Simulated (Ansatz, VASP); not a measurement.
# One calculation of Cu2O, two programs

```
Cu O
1.0
     4.29862    0.00000    0.00000
     0.00000    4.29862    0.00000
     0.00000    0.00000    4.29862
Cu O
4 2
Cartesian
  1.0747 1.0747 1.0747
  1.0747 3.2240 3.2240
  3.2240 3.2240 1.0747
  3.2240 1.0747 3.2240
  0.0000 0.0000 0.0000
  2.1493 2.1493 2.1493
```

Alike in both runs: task single point; functional PBE; k mesh 8 × 8 × 8; occupations gaussian, width 0.05 eV; non-collinear spin, spin-orbit coupling.

|  | VASP | Ansatz |
| --- | --- | --- |
| version | VASP 6.6.1 | Ansatz 0.2.0 |
| potentials or method | VASP PAW PBE potentials, release 64 (Cu, O), cutoff 600 eV | plane waves, PAW |
| valence electrons in the cell | 56 | 88 |

|  | VASP | Ansatz | Ansatz less VASP |
| --- | --- | --- | --- |
| pressure (GPa) | 0.8 | 0.0 | -0.79 |

VASP's potentials hold 56 valence electrons a cell and Ansatz's 88, so a difference there can come from the potentials and not from the codes.
